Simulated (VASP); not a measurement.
# Rb16Li (a cell with a defect) in VASP: further runs

Rb16Li (a cell with a defect) is run at these levels: PBE; tasks: single point.

Program: VASP 6.6.1. These are calculated values, not measurements. Logs are shortened: lines on timing, memory, paths and dates and some standing lists are left out, and cuts for length are marked.

## (1) The cell of the first run

The cell holds a defect, 17 atoms: a = 11.180 Å, b = 11.180 Å, c = 11.180 Å, α = 90.00°, β = 90.00°, γ = 90.00°.

## (2) Single point, PBE

Contents of INCAR:

```
  PREC = Accurate
  ENCUT = 520
  EDIFF = 1E-7
  ISMEAR = 0
  SIGMA = 0.1
  LREAL = Auto
  LASPH = T
  NELM = 100
  ALGO = Normal
  ISIF = 2
  LWAVE = F
  LCHARG = T
  GGA = PE
  LELF = T
  LVHAR = T
  NBANDS = 88
```

Contents of KPOINTS:

```
Automatic mesh
0
Gamma
  1 1 1
```

Contents of POSCAR:

```
Rb16Li
1.0
   11.1800000000      0.0000000000      0.0000000000
    0.0000000000     11.1800000000      0.0000000000
    0.0000000000      0.0000000000     11.1800000000
Rb Li
16 1
Direct
    0.0001864937      0.0190974955      0.0205872987
    0.4997846154      0.0157001789      0.0435008050
   -0.0002798748      0.4670141324     -0.0099019678
   -0.0000561717      0.0092201252      0.4747602862
    0.2682605546      0.2779357782      0.2606833631
    0.4998422182      0.5232461538     -0.0268834526
    0.4998074240     -0.0124488372      0.4761238819
    0.7314764758      0.2776940072      0.2605474955
   -0.0004496422      0.4777402504      0.5056563506
    0.2404678891      0.7365338998      0.2385571556
    0.2692306798      0.2171159213      0.7462744186
    0.4999573345      0.5366815742      0.5318603757
    0.7592641324      0.7367278175      0.2384999106
    0.7304484794      0.2169839893      0.7463787120
    0.1998284436      0.7503436494      0.7500596601
    0.7993932916      0.7509313953      0.7503483005
    0.4993987478      0.8462273703      0.7761197674
```

Potentials or basis: VASP PAW PBE potentials, release 64 (Rb_sv, Li_sv).

Started as:

```sh
cat potpaw_PBE.64/Rb_sv/POTCAR potpaw_PBE.64/Li_sv/POTCAR > POTCAR
mpirun -np 1 vasp_gam > vasp.out
```

OUTCAR:

```text
PREC = Accurate
   ENCUT = 520
   EDIFF = 1E-7
   ISMEAR = 0
   LREAL = Auto
   LASPH = T
   NELM = 100
   ISIF = 2
   GGA = PE

 ion  position               nearest neighbor table
   1  0.000  0.019  0.021-  10 4.81  16 4.81  13 4.81  15 4.81  11 4.83  14 4.84   5 4.96   8 4.96
                             3 5.02   4 5.08   2 5.59   2 5.60
   2  0.500  0.016  0.044-  17 3.54   8 4.60   5 4.60  14 4.77  11 4.77  13 4.78  10 4.79   7 4.85
                            16 5.54  15 5.55   6 5.56   1 5.59   1 5.60   6 5.73
   3  1.000  0.467  0.990-  15 4.72  16 4.72   8 4.76   5 4.76  13 4.90  10 4.90  14 4.93  11 4.93
                             1 5.02   9 5.42   6 5.63   6 5.63   9 5.77
   4  1.000  0.009  0.475-  15 4.78  16 4.78  13 4.85  10 4.85  11 4.87  14 4.87   5 4.87   8 4.87
                             1 5.08   9 5.25   7 5.59   7 5.60
   5  0.268  0.278  0.261-   2 4.60   9 4.64   3 4.76   7 4.80   4 4.87  12 4.93   6 4.96   1 4.96
                            10 5.14   8 5.18  11 5.47  11 5.79
   6  0.500  0.523  0.973-  10 4.79  13 4.79  16 4.89  15 4.89  12 4.94   5 4.96   8 4.96  11 4.98
                            14 4.98   2 5.56   3 5.63   3 5.63   2 5.73
   7  0.500  0.988  0.476-  17 3.71  11 4.73  14 4.73   8 4.80   5 4.80  13 4.83  10 4.83   2 4.85
                            12 5.08  16 5.26  15 5.26   4 5.59   4 5.60
   8  0.731  0.278  0.261-   2 4.60   9 4.64   3 4.76   7 4.80   4 4.87  12 4.93   6 4.96   1 4.96
                            13 5.15   5 5.18  14 5.47  14 5.79
   9  1.000  0.478  0.506-   8 4.64   5 4.64  15 4.67  16 4.67  13 4.95  10 4.95  14 4.98  11 4.98
                             4 5.25   3 5.42  12 5.63  12 5.64   3 5.77
  10  0.240  0.737  0.239-   6 4.79   2 4.79   1 4.81   7 4.83   4 4.85   3 4.90  12 4.92   9 4.95
                             5 5.14  13 5.38  15 5.48  15 5.74  13 5.80
  11  0.269  0.217  0.746-   7 4.73   2 4.77   1 4.83   4 4.87   3 4.93   6 4.98   9 4.98  12 5.02
                            14 5.16  15 5.28   5 5.47   5 5.79
  12  0.500  0.537  0.532-  16 4.79  15 4.79  10 4.92  13 4.92   5 4.93   8 4.93   6 4.94  11 5.02
                            14 5.02   7 5.08   9 5.63   9 5.64
  13  0.759  0.737  0.238-   2 4.78   6 4.79   1 4.81   7 4.83   4 4.85   3 4.90  12 4.92   9 4.95
                             8 5.15  10 5.38  16 5.48  16 5.74  10 5.80
  14  0.730  0.217  0.746-   7 4.73   2 4.77   1 4.84   4 4.87   3 4.93   9 4.98   6 4.98  12 5.02
                            11 5.16  16 5.27   8 5.47   8 5.79
  15  0.200  0.750  0.750-  17 3.53  16 4.48   9 4.67   3 4.72   4 4.78  12 4.79   1 4.81   6 4.89
                             7 5.26  11 5.28  10 5.48   2 5.55  10 5.74
  16  0.799  0.751  0.750-  17 3.53  15 4.48   9 4.67   3 4.72   4 4.78  12 4.79   1 4.81   6 4.89
                             7 5.26  14 5.27  13 5.48   2 5.54  13 5.74
  17  0.499  0.846  0.776-  15 3.53  16 3.53   2 3.54   7 3.71

  LATTYP: Found a simple cubic cell.
 ALAT       =    11.1800000000

  Lattice vectors:

 A1 = (  11.1800000000,   0.0000000000,   0.0000000000)
 A2 = (   0.0000000000,  11.1800000000,   0.0000000000)
 A3 = (   0.0000000000,   0.0000000000,  11.1800000000)

Analysis of symmetry for initial positions (statically):
=====================================================================
 Subroutine PRICEL returns:
 Original cell was already a primitive cell.

 Routine SETGRP: Setting up the symmetry group for a
 simple cubic supercell.

 Subroutine GETGRP returns: Found  1 space group operations
 (whereof  1 operations were pure point group operations)
 out of a pool of 48 trial point group operations.

The static configuration has the point symmetry C_1 .

Analysis of symmetry for dynamics (positions and initial velocities):
=====================================================================
 Subroutine PRICEL returns:
 Original cell was already a primitive cell.

 Routine SETGRP: Setting up the symmetry group for a
 simple cubic supercell.

 Subroutine GETGRP returns: Found  1 space group operations
 (whereof  1 operations were pure point group operations)
 out of a pool of 48 trial point group operations.

The dynamic configuration has the point symmetry C_1 .

 Subroutine INISYM returns: Found  1 space group operations
 (whereof  1 operations are pure point group operations),
 and found     1 'primitive' translations

----------------------------------------------------------------------------------------

                                     Primitive cell

  volume of cell :    1397.4150

  direct lattice vectors                    reciprocal lattice vectors
    11.180000000  0.000000000  0.000000000     0.089445438  0.000000000  0.000000000
     0.000000000 11.180000000  0.000000000     0.000000000  0.089445438  0.000000000
     0.000000000  0.000000000 11.180000000     0.000000000  0.000000000  0.089445438

  length of vectors
    11.180000000 11.180000000 11.180000000     0.089445438  0.089445438  0.089445438

  position of ions in fractional coordinates (direct lattice)
     0.000186494  0.019097495  0.020587299
     0.499784615  0.015700179  0.043500805
     0.999720125  0.467014132  0.990098032
     0.999943828  0.009220125  0.474760286
     0.268260555  0.277935778  0.260683363
     0.499842218  0.523246154  0.973116547
[... 9 lines left out ...]
     0.799393292  0.750931395  0.750348301
     0.499398748  0.846227370  0.776119767

  ion indices of the primitive-cell ions
   primitive index   ion index
                 1           1
                 2           2
                 3           3
                 4           4
                 5           5
                 6           6
[... 9 lines left out ...]
                16          16
                17          17

----------------------------------------------------------------------------------------

 KPOINTS: Automatic mesh

Automatic generation of k-mesh.
 Grid dimensions read from file:
 generate k-points for:    1    1    1

 Generating k-lattice:

  Cartesian coordinates                     Fractional coordinates (reciprocal lattice)
     0.089445438  0.000000000  0.000000000     1.000000000  0.000000000  0.000000000
     0.000000000  0.089445438  0.000000000     0.000000000  1.000000000  0.000000000
     0.000000000  0.000000000  0.089445438     0.000000000  0.000000000  1.000000000

  Length of vectors
     0.089445438  0.089445438  0.089445438

  Shift w.r.t. Gamma in fractional coordinates (k-lattice)
     0.000000000  0.000000000  0.000000000

 Subroutine IBZKPT returns following result:
 ===========================================

 Found      1 irreducible k-points:

 Following reciprocal coordinates:
            Coordinates               Weight
  0.000000  0.000000  0.000000      1.000000
   k-points           NKPTS =      1   k-points in BZ     NKDIM =      1   number of bands    NBANDS=     88
   number of dos      NEDOS =    301   number of ions     NIONS =     17
   total plane-waves  NPLWV = 592704
   dimension x,y,z NGX =    84 NGY =   84 NGZ =   84
   dimension x,y,z NGXF=   168 NGYF=  168 NGZF=  168
   ions per type =              16   1
   NGX,Y,Z   is equivalent  to a cutoff of  12.49, 12.49, 12.49 a.u.
   NGXF,Y,Z  is equivalent  to a cutoff of  24.98, 24.98, 24.98 a.u.
 SYSTEM =  unknown system
   PREC   = accura    normal or accurate (medium, high low for compatibility)
   ISTART =      0    job   : 0-new  1-cont  2-samecut
   ICHARG =      2    charge: 1-file 2-atom 10-const
   ISPIN  =      1    spin polarized calculation?
   LNONCOLLINEAR =      F non collinear calculations
   LSORBIT =      F    spin-orbit coupling
   LASPH  =      T    aspherical Exc in radial PAW
   ENCUT  =  520.0 eV  38.22 Ry    6.18 a.u.  20.79 20.79 20.79*2*pi/ulx,y,z
   NELM   =    100;   NELMIN=  2; NELMDL= -5     # of ELM steps
   EDIFF  = 0.1E-06   stopping-criterion for ELM
   LREAL  =      T    real-space projection
   EDIFFG = 0.1E-05   stopping-criterion for IOM
   NSW    =      0    number of steps for IOM
   IBRION =     -1    ionic relax: 0-MD 1-quasi-New 2-CG
   NFREE  =      0    steps in history (QN), initial steepest desc. (CG)
   ISIF   =      2    stress and relaxation
   ISYM   =      2    0-nonsym 1-usesym 2-fastsym
   POTIM  = 0.5000    time-step for ionic-motion
   TEBEG  =    0.0;   TEEND  =   0.0 temperature during run
   PSTRESS=    0.0 pullay stress
   NELECT =     147.0000    total number of electrons
   NUPDOWN=      -1.0000    fix difference up-down
   EMIN   =  10.00;   EMAX   =-10.00  energy-range for DOS
   EFERMI =   0.00;   METHOD = LEGACY
   ISMEAR =     0;   SIGMA  =   0.10  broadening in eV -4-tet -1-fermi 0-gaus
   EFERMI_NEDOS =   21; number of points for ismear=-14 and -15
   IALGO  =     38    algorithm
   IMIX   =      4    mixing-type and parameters
     AMIX     =   0.40;   BMIX     =  1.00
     AMIX_MAG =   1.60;   BMIX_MAG =  1.00
  volume/ion in A,a.u.               =      82.20       554.72
  Fermi-wavevector in a.u.,A,eV,Ry     =   0.772809  1.460397  8.125857  0.597234
  Thomas-Fermi vector in A             =   1.874520
   LORBIT       =      0    0 simple, 1 ext, 2 COOP (PROOUT), +10 PAW based schemes
   GGA     = PE    functional components
   LHFCALC =     F    Hartree Fock is set to
   AEXX    =    0.0000 exact exchange contribution
   IVDW    =     0    specifies the selected vdW correction
   LEPSILON=     F    determine dielectric tensor
   LRPA    =     F    only Hartree local field effects (RPA)
 non-spin polarized calculation
 Gauss-broadening in eV      SIGMA  =   0.10
  energy-cutoff  :      520.00
  volume of cell :     1397.42
 maximum number of plane-waves:     18781
 NGX is ok and might be reduce to    84
   NGX = 41   NGY = 41   NGZ = 41

 number of electron     146.9999998 magnetization

 Free energy of the ion-electron system (eV)
  ---------------------------------------------------
  ext. energy  EPLUGINS =         0.00000000
  ---------------------------------------------------
  free energy    TOTEN  =       -15.31918059 eV

  energy without entropy =      -15.10389620  energy(sigma->0) =      -15.21153839

 E-fermi :   0.2496     XC(G=0):  -5.6204

 val. band max:        0.2419679841   @ k =   0.0000   0.0000   0.0000
 cond. band min:       0.2797373155   @ k =   0.0000   0.0000   0.0000
 fundamental gap:      0.0377693314
 Fermi energy:         0.2495799903

 k-point     1 :       0.0000    0.0000    0.0000
  band No.  band energies     occupation
      1     -47.5937      2.00000
      2     -28.7905      2.00000
      3     -28.7817      2.00000
      4     -28.7813      2.00000
      5     -28.7782      2.00000
      6     -28.7516      2.00000
[... 77 lines left out ...]
     84       0.9467      0.00000
     85       1.2982      0.00000
 [bands above 85 left out]

------------------------ aborting loop because EDIFF is reached ----------------------------------------

  FORCE on cell =-STRESS in cart. coord.  units (eV):
  Direction    XX          YY          ZZ          XY          YZ          ZX
  --------------------------------------------------------------------------------------
  -------------------------------------------------------------------------------------
  Total        2.3180973      0.9709661      1.7030398      0.0019591      0.1761951      0.0005069
  in kB        2.6577666      1.1132411      1.9525851      0.0022461      0.2020128      0.0005811
  external PRESSURE =       1.9078643 kB  Pullay stress =       0.0000000 kB

 VOLUME and BASIS-vectors are now :
 -----------------------------------------------------------------------------
  energy-cutoff  :      520.00
  volume of cell :     1397.42
      direct lattice vectors                 reciprocal lattice vectors
    11.180000000  0.000000000  0.000000000     0.089445438  0.000000000  0.000000000
     0.000000000 11.180000000  0.000000000     0.000000000  0.089445438  0.000000000
     0.000000000  0.000000000 11.180000000     0.000000000  0.000000000  0.089445438

 POSITION                                       TOTAL-FORCE (eV/Angst)
 -----------------------------------------------------------------------------------
      0.00208      0.21351      0.23017        -0.000149     -0.003633     -0.003892
      5.58759      0.17553      0.48634         0.000364      0.000864      0.011431
     11.17687      5.22122     11.06930        -0.000051      0.000779      0.002801
     11.17937      0.10308      5.30782        -0.000098      0.001839      0.004446
      2.99915      3.10732      2.91444        -0.005377     -0.001385     -0.002283
      5.58824      5.84989     10.87944        -0.000084      0.008678      0.001422
[... 9 lines left out ...]
      8.93722      8.39541      8.38889        -0.001920     -0.005843      0.001031
      5.58328      9.46082      8.67702        -0.000255      0.009728     -0.016398
 -----------------------------------------------------------------------------------
    total drift:                               -0.000688     -0.000237      0.000749

  FREE ENERGIE OF THE ION-ELECTRON SYSTEM (eV)
  ---------------------------------------------------
  free  energy   TOTEN  =       -15.3191805919 eV

  energy  without entropy=      -15.1038961960  energy(sigma->0) =      -15.21153839
```

Wall time 1.9 min (1 thread of AMD EPYC 9R45 (Zen 5), shared host); peak memory 0.95 GiB.

What came out:

* Free energy: -15.3192 eV
* Largest force: 0.019 eV/Å
* Band gap on the k mesh: zero (an odd number of electrons rules out a gap without spin polarisation)

Forces in eV/Å, atoms in the order of the input:
```
Rb   0.000 -0.004 -0.004
Rb   0.000  0.001  0.011
Rb   0.000  0.001  0.003
Rb   0.000  0.002  0.004
Rb  -0.005 -0.001 -0.002
Rb   0.000  0.009  0.001
Rb   0.000  0.004 -0.007
Rb   0.005 -0.001 -0.002
Rb   0.000 -0.002  0.001
Rb  -0.002  0.002  0.004
Rb   0.002 -0.004  0.004
Rb   0.000 -0.002 -0.005
Rb   0.002  0.002  0.004
Rb  -0.002 -0.003  0.003
Rb   0.002 -0.006  0.001
Rb  -0.002 -0.006  0.001
Li   0.000  0.010 -0.016
```

Caveat: the k points lie up to 0.56 Å⁻¹ apart, too coarse for converged energies and pressures of a metal; the cutoff is under 1.25 times the usual one of these potentials, so pressure, stress and relaxed cells hold a basis-set (Pulay) error.

## (3) Single point, PBE

Contents of INCAR:

```
  PREC = Accurate
  ENCUT = 520
  EDIFF = 1E-7
  ISMEAR = 0
  SIGMA = 0.1
  LREAL = Auto
  LASPH = T
  NELM = 80
  ALGO = Normal
  ISIF = 2
  LWAVE = F
  LCHARG = F
  GGA = PE
  NBANDS = 88
```

KPOINTS is that of step 2.

Contents of POSCAR:

```
Rb16Li
1.0
   11.1800000000      0.0000000000      0.0000000000
    0.0000000000     11.1800000000      0.0000000000
    0.0000000000      0.0000000000     11.1800000000
Rb Li
16 1
Direct
    0.0001611807      0.0207961538      0.0193245081
    0.4997054562      0.0438974955      0.0153805903
   -0.0000529517      0.4746745081      0.0096994633
   -0.0004076029     -0.0100605546      0.4670564401
    0.2683207513      0.2607836315      0.2781262970
    0.4997035778      0.4763084079     -0.0126971377
    0.4998200358     -0.0266508050      0.5235730769
    0.7312986583      0.2606720036      0.2778135957
   -0.0005423971      0.5059833631      0.4775263864
    0.2693959750      0.7465364043      0.2170197674
    0.2400685152      0.2386966011      0.7364136852
    0.4999148479      0.5320441860      0.5368788014
    0.7301443649      0.7466153846      0.2168422182
    0.7595586762      0.2386661002      0.7366730769
    0.1995519678      0.7500089445      0.7506707513
    0.7995364937      0.7502685152      0.7513642218
    0.4993124329      0.7764587657      0.8458972272
```

Potentials or basis: VASP PAW PBE potentials, release 64 (Rb_sv, Li_sv).

Started as:

```sh
cat potpaw_PBE.64/Rb_sv/POTCAR potpaw_PBE.64/Li_sv/POTCAR > POTCAR
mpirun -np 1 vasp_gam > vasp.out
```

Wall time 98 s (1 thread of AMD EPYC 9R45 (Zen 5), shared host); peak memory 0.95 GiB.

It converged, with:

```
Free energy            : -15.3191 eV
Largest force          : 0.020 eV/Å
Band gap on the k mesh : zero (an odd number of electrons rules out a gap without spin polarisation)
```

Forces on the atoms (eV/Å):
```
Rb   0.000 -0.004 -0.004
Rb   0.000  0.011  0.001
Rb   0.000  0.005  0.001
Rb   0.000  0.003  0.000
Rb  -0.005 -0.002 -0.002
Rb   0.000 -0.007  0.005
Rb   0.000  0.001  0.008
Rb   0.005 -0.003 -0.001
Rb   0.000  0.001 -0.001
Rb   0.002  0.003 -0.003
Rb  -0.002  0.004  0.002
Rb   0.000 -0.005 -0.003
Rb  -0.002  0.003 -0.003
Rb   0.002  0.004  0.002
Rb   0.004  0.001 -0.007
Rb  -0.003  0.001 -0.007
Li   0.000 -0.017  0.010
```

Levels at points of the mesh, in eV from the Fermi level:
| k point | band 71 | band 72 | band 73 | band 74 | band 75 | band 76 |
| --- | --- | --- | --- | --- | --- | --- |
| (0.00, 0.00, 0.00) | -0.74 | -0.71 | -0.01 | 0.03 | 0.03 | 0.04 |

Caveat: the k points lie up to 0.56 Å⁻¹ apart, too coarse for converged energies and pressures of a metal; the cutoff is under 1.25 times the usual one of these potentials, so pressure, stress and relaxed cells hold a basis-set (Pulay) error.
